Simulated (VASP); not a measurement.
# Si16O (a cell with a defect) in VASP: notebook, part 2 of 2

VASP 6.6.1. Earlier steps stand in the parts before.

### Step 3. Single point, LDA, collinear spin, zero start

File INCAR:

```
SYSTEM = Si16O
PREC = Accurate
ENCUT = 520
EDIFF = 1E-6
ISMEAR = -1
SIGMA = 0.05
LREAL = Auto
LASPH = .TRUE.
NELM = 150
ALGO = Normal
ISIF = 2
LWAVE = .FALSE.
LCHARG = .FALSE.
ISPIN = 2
MAGMOM = 0 0 0 0 0 0 0 0 0 0 0 0 0 0 0 0 0
LORBIT = 11
GGA = CA
NBANDS = 53
```

File KPOINTS:

```
regular mesh
0
G
  2 2 2
  0 0 0
```

File POSCAR:

```
Si16O
1.0
    0.0000000000      5.4300000000      5.4300000000
    5.4300000000      0.0000000000      5.4300000000
    5.4300000000      5.4300000000      0.0000000000
Si O
16 1
Direct
   -0.0019797422     -0.0055709024      0.0141344383
    0.1326151013      0.1237016575      0.1180662983
   -0.0385727440      0.0542633517      0.4682412523
    0.1436648250      0.0907734807      0.6250092081
   -0.0034622468      0.4979742173     -0.0044751381
    0.1358471455      0.6197697974      0.1137108656
    0.0116758748      0.4452486188      0.4943462247
    0.1090699816      0.5880755064      0.6383149171
    0.4988858195      0.0172467772     -0.0087384899
    0.6068600368      0.1394198895      0.1325874770
    0.5080110497      0.0026519337      0.4930386740
    0.6007642726      0.1811325967      0.5868600368
    0.5168047882      0.4965101289     -0.0229373849
    0.6294751381      0.6489042357      0.0872651934
    0.4670626151      0.5557550645      0.4781307551
    0.6317127072      0.6388766114      0.6221915285
    0.9454419890      0.8193646409      0.5320165746
```

Potentials or basis: VASP PAW LDA potentials, release 64 (Si, O).

Command:

```
cat potpaw_LDA.64/Si/POTCAR potpaw_LDA.64/O/POTCAR > POTCAR
mpirun -np 1 vasp_std > vasp.out
```

OUTCAR:

```text
SYSTEM = Si16O
   PREC = Accurate
   ENCUT = 520
   EDIFF = 1E-6
   ISMEAR = -1
   LREAL = Auto
   LASPH = .TRUE.
   NELM = 150
   ISIF = 2
   ISPIN = 2
   LORBIT = 11
   GGA = CA

 ion  position               nearest neighbor table
   1  0.998  0.994  0.014-   2 2.31   6 2.36   4 2.45  10 2.45
   2  0.133  0.124  0.118-   3 2.23   9 2.30   1 2.31   5 2.35
   3  0.961  0.054  0.468-  17 1.67   2 2.23  12 2.26   4 2.43   8 2.92
   4  0.144  0.091  0.625-   7 2.23  11 2.30   3 2.43   1 2.45
   5  0.997  0.498  0.996-   8 2.25  14 2.31   2 2.35   6 2.38
   6  0.136  0.620  0.114-   1 2.36   5 2.38  13 2.39   7 2.41
   7  0.012  0.445  0.494-   4 2.23   6 2.41   8 2.42  16 2.44
   8  0.109  0.588  0.638-  17 1.66   5 2.25  15 2.32   7 2.42   3 2.92
   9  0.499  0.017  0.991-   2 2.30  14 2.32  10 2.33  12 2.55
  10  0.607  0.139  0.133-  13 2.25  11 2.26   9 2.33   1 2.45
  11  0.508  0.003  0.493-  10 2.26  16 2.28   4 2.30  12 2.32
  12  0.601  0.181  0.587-   3 2.26  11 2.32  15 2.35   9 2.55
  13  0.517  0.497  0.977-  16 2.23  10 2.25  14 2.36   6 2.39
  14  0.629  0.649  0.087-   5 2.31   9 2.32  13 2.36  15 2.47
  15  0.467  0.556  0.478-   8 2.32  12 2.35  14 2.47  16 2.48
  16  0.632  0.639  0.622-  13 2.23  11 2.28   7 2.44  15 2.48
  17  0.945  0.819  0.532-   8 1.66   3 1.67

  LATTYP: Found a face centered cubic cell.
 ALAT       =    10.8600000000

  Lattice vectors:

 A1 = (   0.0000000000,   5.4300000000,   5.4300000000)
 A2 = (   5.4300000000,   0.0000000000,   5.4300000000)
 A3 = (   5.4300000000,   5.4300000000,   0.0000000000)

Analysis of symmetry for initial positions (statically):
=====================================================================
 Subroutine PRICEL returns:
 Original cell was already a primitive cell.

 Routine SETGRP: Setting up the symmetry group for a
 face centered cubic supercell.

 Subroutine GETGRP returns: Found  1 space group operations
 (whereof  1 operations were pure point group operations)
 out of a pool of 48 trial point group operations.

The static configuration has the point symmetry C_1 .

[... 599 lines left out ...]
 spin component 2

 k-point     1 :       0.0000    0.0000    0.0000
  band No.  band energies     occupation
      1     -14.4009      1.00000
      2      -5.9189      1.00000
      3      -4.5399      1.00000
      4      -3.9655      1.00000
      5      -3.6258      1.00000
      6      -3.4095      1.00000
[... 389 lines left out ...]
     46      10.0047      0.00000
     47      10.1798      0.00000
 [bands above 47 left out]

------------------------ aborting loop because EDIFF is reached ----------------------------------------

  FORCE on cell =-STRESS in cart. coord.  units (eV):
  Direction    XX          YY          ZZ          XY          YZ          ZX
  --------------------------------------------------------------------------------------
  -------------------------------------------------------------------------------------
  Total        3.1533920      1.7888013      2.9878253     -4.2805793     -5.3869413      1.6248458
  in kB       15.7782582      8.9504156     14.9498313    -21.4182331    -26.9540072      8.1300509
  external PRESSURE =      13.2261684 kB  Pullay stress =       0.0000000 kB

 VOLUME and BASIS-vectors are now :
 -----------------------------------------------------------------------------
  energy-cutoff  :      520.00
  volume of cell :      320.21
      direct lattice vectors                 reciprocal lattice vectors
     0.000000000  5.430000000  5.430000000    -0.092081031  0.092081031  0.092081031
     5.430000000  0.000000000  5.430000000     0.092081031 -0.092081031  0.092081031
     5.430000000  5.430000000  0.000000000     0.092081031  0.092081031 -0.092081031

 POSITION                                       TOTAL-FORCE (eV/Angst)
 -----------------------------------------------------------------------------------
      5.47650      5.49600     10.81900        -0.511738     -0.815636     -0.226755
      1.31280      1.36120      1.39180        -0.038894     -0.752382      0.693508
      2.83720      7.76310      5.51520         0.385559      1.329141      0.102632
      3.88670      4.17390      1.27300        -0.060345      0.037537     -1.855072
      8.10970     10.81690      8.11520         0.338056      0.679650      0.274391
      3.98280      1.35510      4.10300         0.052538      0.213712     -0.414770
[... 9 lines left out ...]
      6.84760      6.80870      6.89930        -2.273458     -0.656169     -0.124958
      7.33800      8.02260      9.58290         0.340103      0.257931      0.052608
 -----------------------------------------------------------------------------------
    total drift:                                0.004646     -0.003788     -0.010363

  FREE ENERGIE OF THE ION-ELECTRON SYSTEM (eV)
  ---------------------------------------------------
  free  energy   TOTEN  =      -101.3570070353 eV

  energy  without entropy=     -101.3511672673  energy(sigma->0) =     -101.35408715

 total charge

# of ion       s       p       d       tot
------------------------------------------
    1        0.750   0.928   0.000   1.678
    2        0.755   1.010   0.000   1.765
    3        0.753   0.961   0.000   1.714
    4        0.753   0.967   0.000   1.720
    5        0.751   0.990   0.000   1.741
    6        0.748   0.932   0.000   1.680
[... 9 lines left out ...]
   16        0.754   0.947   0.000   1.702
   17        1.566   3.582   0.000   5.148
--------------------------------------------------
tot         13.605  18.966   0.000  32.571

 magnetization (x)

# of ion       s       p       d       tot
------------------------------------------
    1        0.000  -0.000   0.000  -0.000
    2        0.000  -0.000   0.000   0.000
    3        0.000   0.000   0.000   0.000
    4       -0.000  -0.000   0.000  -0.000
    5       -0.000  -0.000   0.000  -0.000
    6        0.000  -0.000   0.000  -0.000
[... 9 lines left out ...]
   16        0.000   0.000   0.000   0.000
   17        0.000  -0.000   0.000  -0.000
--------------------------------------------------
tot          0.000  -0.000   0.000  -0.000
```

OSZICAR:

```text
N       E                     dE             d eps       ncg     rms          rms(c)
DAV:   1     0.185961118565E+03    0.18596E+03   -0.27334E+04  1696   0.110E+03
DAV:   2    -0.845162482929E+02   -0.27048E+03   -0.25490E+03  2071   0.176E+02
DAV:   3    -0.104893674897E+03   -0.20377E+02   -0.20090E+02  2150   0.455E+01
DAV:   4    -0.105298709462E+03   -0.40503E+00   -0.40376E+00  2144   0.767E+00
DAV:   5    -0.105307375972E+03   -0.86665E-02   -0.86607E-02  2195   0.108E+00    0.173E+01
DAV:   6    -0.101873695115E+03    0.34337E+01   -0.78679E+00  2395   0.144E+01    0.104E+01
DAV:   7    -0.101498449303E+03    0.37525E+00   -0.34223E+00  1856   0.593E+00    0.420E+00
DAV:   8    -0.101389503305E+03    0.10895E+00   -0.88576E-01  2272   0.455E+00    0.146E+00
DAV:   9    -0.101350304623E+03    0.39199E-01   -0.27114E-01  2416   0.276E+00    0.392E-01
DAV:  10    -0.101360093956E+03   -0.97893E-02   -0.11015E-01  1872   0.111E+00    0.479E-01
DAV:  11    -0.101356532763E+03    0.35612E-02   -0.13956E-02  2424   0.633E-01    0.125E-01
DAV:  12    -0.101356998090E+03   -0.46533E-03   -0.41553E-03  1936   0.224E-01    0.595E-02
DAV:  13    -0.101357007994E+03   -0.99044E-05   -0.10532E-04  2144   0.361E-02    0.332E-02
DAV:  14    -0.101357013864E+03   -0.58696E-05   -0.13330E-05  2544   0.190E-02    0.229E-02
DAV:  15    -0.101357007665E+03    0.61985E-05   -0.87255E-06  2200   0.151E-02    0.112E-02
DAV:  16    -0.101357007010E+03    0.65557E-06   -0.10634E-05  1912   0.122E-02    0.215E-03
DAV:  17    -0.101357007035E+03   -0.25666E-07   -0.56981E-07  1088   0.294E-03
   1 F= -.10135701E+03 E0= -.10135409E+03  d E =-.583977E-02  mag=    -0.0000
```

stdout:

```text
POSCAR found type information on POSCAR SiO
 POSCAR found :  2 types and      17 ions
 scaLAPACK will be used
 LDA part: xc-table for (Slater(with rela. corr.)+CA(PZ))
 , standard interpolation
 POSCAR, INCAR and KPOINTS ok, starting setup
 FFT: planning ... GRIDC
 FFT: planning ... GRID_SOFT
 FFT: planning ... GRID
 WAVECAR not read
 entering main loop
```

Wall time 5 min (1 thread of Intel Xeon Platinum 8559C (Emerald Rapids), shared host); peak memory 0.48 GiB.

Results:

```
Free energy                                           : -101.3570 eV
Pressure                                              : 1.3 GPa
Largest force                                         : 2.370 eV/Å
Band gap on the k mesh                                : 0.30 eV
Net moment                                            : 0.00 μB per cell
Valence electrons inside the program's atomic spheres : Si 1.68, 1.76, 1.71, 1.72, 1.74, 1.70, 1.73, 1.75, 1.69 (each value once); O 5.15
```

Forces on the atoms (eV/Å):
```
Si  -0.512 -0.816 -0.227
Si  -0.039 -0.752  0.694
Si   0.386  1.329  0.103
Si  -0.060  0.038 -1.855
Si   0.338  0.680  0.274
Si   0.053  0.214 -0.415
Si   1.152 -0.566  1.140
Si  -1.295 -0.684 -0.035
Si  -0.890 -0.794  0.885
Si  -1.690  0.656  0.401
Si   0.561  0.114  0.024
Si   1.702  0.380 -0.397
Si   1.764 -0.180 -0.199
Si   0.721  0.502 -0.949
Si  -0.257  0.277  0.630
Si  -2.273 -0.656 -0.125
O    0.340  0.258  0.053
```

Caveat: the k points lie up to 0.50 Å⁻¹ apart.

### Step 4. Single point, LDA, collinear spin, zero start

File INCAR:

```
ALGO = Normal
EDIFF = 1E-6
ENCUT = 520
ISIF = 2
ISMEAR = -1
ISPIN = 2
LASPH = True
LCHARG = True
LELF = True
LORBIT = 11
LREAL = Auto
LVHAR = True
LWAVE = False
MAGMOM = 0 0 0 0 0 0 0 0 0 0 0 0 0 0 0 0 0
NBANDS = 53
NELM = 150
PREC = Accurate
SIGMA = 0.05
```

File KPOINTS:

```
k-points
0
Gamma
  2 2 2
```

File POSCAR:

```
Si16O
1.0
    0.0000000000      5.4300000000      5.4300000000
    5.4300000000      0.0000000000      5.4300000000
    5.4300000000      5.4300000000      0.0000000000
Si O
16 1
Direct
    0.0015285451      0.0031860037     -0.0003314917
    0.1451381215      0.1311418048      0.0978268877
   -0.0316390424      0.0382504604      0.4681583794
    0.1315930018      0.1031583794      0.6147605893
   -0.0102209945      0.4951197053     -0.0109023941
    0.1282965009      0.6198250460      0.1056077348
   -0.0002670350      0.4564364641      0.4942449355
    0.1001197053      0.5815930018      0.6431031308
    0.5009576427      0.0162246777     -0.0208655617
    0.6266206262      0.1227348066      0.1347421731
    0.5148434622     -0.0022283610      0.4955248619
    0.6077900552      0.1920994475      0.5768508287
    0.5096132597      0.4977348066     -0.0101473297
    0.6305709024      0.6513259669      0.0893001842
    0.4525138122      0.5647053407      0.4842633517
    0.6288950276      0.6378637201      0.6192081031
    0.9598526703      0.8075874770      0.5228176796
```

Command:

```
cat potpaw_LDA.64/Si/POTCAR potpaw_LDA.64/O/POTCAR > POTCAR
mpirun -np 1 vasp_std > vasp.out
```

Wall time 5.2 min (1 thread of Intel Xeon Platinum 8559C (Emerald Rapids), shared host); peak memory 0.48 GiB.

The run converged. Its results:

```yaml
Free_energy: -101.2358 eV
Pressure: 2.0 GPa
Largest_force: 2.366 eV/Å
Band_gap_on_the_k_mesh: 0.14 eV
Net_moment: 0.00 μB per cell
Valence_electrons_inside_the_program's_atomic_spheres: Si 1.69, 1.76, 1.71, 1.78, 1.67, 1.72, 1.77, 1.70, 1.73 (each value once); O 5.21
```

Forces on the atoms (eV/Å):
```
Si  -0.967 -0.220 -0.338
Si   0.701 -0.374 -1.109
Si   0.334  0.123  1.610
Si  -0.691  1.006 -1.219
Si   1.104  1.431  0.419
Si   0.480  0.412  0.004
Si   0.178 -0.789  0.952
Si  -2.326  0.432  0.046
Si  -0.561  0.203  2.060
Si  -0.987 -0.942  0.399
Si   1.235 -0.622 -0.099
Si   1.058  0.402 -0.903
Si   0.468 -0.200 -0.305
Si   0.842 -0.035 -1.664
Si  -0.709  0.540  0.925
Si  -1.167  0.063 -0.998
O    1.008 -1.430  0.219
```

Stress tensor (GPa, compression positive):
```
 2.16 -3.41  1.32
-3.41  2.14 -2.32
 1.32 -2.32  1.58
```

Levels at points of the mesh, in eV from the valence-band top:
Spin up:
```csv
k point,band 33,band 34,band 35,band 36,band 37,band 38
"(0.00, 0.00, 0.00)",-0.65,-0.34,0.00,0.14,0.38,0.54
"(0.50, 0.00, 0.00)",-1.00,-0.86,-0.52,0.99,1.13,1.23
"(0.00, 0.50, 0.00)",-0.96,-0.75,-0.31,0.62,0.97,1.25
"(0.00, 0.00, 0.50)",-1.00,-0.85,-0.76,0.93,0.98,1.14
"(0.50, 0.50, 0.50)",-0.97,-0.88,-0.53,0.83,1.07,1.14
"(0.50, 0.50, 0.00)",-1.50,-1.28,-0.88,0.77,1.21,1.87
"(0.00, 0.50, 0.50)",-1.38,-1.28,-0.99,1.06,1.11,1.90
"(0.50, 0.00, 0.50)",-1.46,-1.30,-0.86,0.81,1.07,1.77
```
Spin down:
| k point | band 31 | band 32 | band 33 | band 34 | band 35 | band 36 | band 37 | band 38 | band 39 | band 40 |
| --- | --- | --- | --- | --- | --- | --- | --- | --- | --- | --- |
| (0.00, 0.00, 0.00) | -1.15 | -0.96 | -0.65 | -0.34 | 0.00 | 0.14 | 0.38 | 0.54 | 0.60 | 0.82 |
| (0.50, 0.00, 0.00) | -1.80 | -1.38 | -1.00 | -0.86 | -0.52 | 0.99 | 1.13 | 1.23 | 1.34 | 1.42 |
| (0.00, 0.50, 0.00) | -1.66 | -1.04 | -0.96 | -0.75 | -0.31 | 0.62 | 0.97 | 1.25 | 1.32 | 1.39 |
| (0.00, 0.00, 0.50) | -1.98 | -1.73 | -1.00 | -0.85 | -0.76 | 0.93 | 0.98 | 1.14 | 1.24 | 1.32 |
| (0.50, 0.50, 0.50) | -1.71 | -1.69 | -0.97 | -0.88 | -0.53 | 0.83 | 1.07 | 1.14 | 1.26 | 1.48 |
| (0.50, 0.50, 0.00) | -1.74 | -1.55 | -1.50 | -1.28 | -0.88 | 0.77 | 1.21 | 1.87 | 2.07 | 2.10 |
| (0.00, 0.50, 0.50) | -1.86 | -1.60 | -1.38 | -1.28 | -0.99 | 1.06 | 1.11 | 1.90 | 2.10 | 2.16 |
| (0.50, 0.00, 0.50) | -1.73 | -1.59 | -1.46 | -1.30 | -0.86 | 0.81 | 1.07 | 1.77 | 2.05 | 2.10 |

Caveat: the k points lie up to 0.50 Å⁻¹ apart.

### Step 5. The runs side by side

```csv
cell,gap on the mesh (eV),pressure (GPa),moment (μB),largest force (eV/Å)
"as given, atomic positions A",0.09,0.7,0.00,1.92
"as given, atomic positions B",0.30,1.3,0.00,2.37
"as given, atomic positions C",0.14,2.0,0.00,2.37
```

Alike in all rows: task single point; level LDA; potentials or basis VASP PAW LDA potentials, release 64 (Si, O); spin collinear, zero start; k mesh 2 × 2 × 2; cutoff (eV) 520; smearing fermi-dirac 0.05 eV.

Caveats: all runs use coarse meshes.

Total energies depend on the potentials used, so only differences within one code and one set of settings carry meaning.
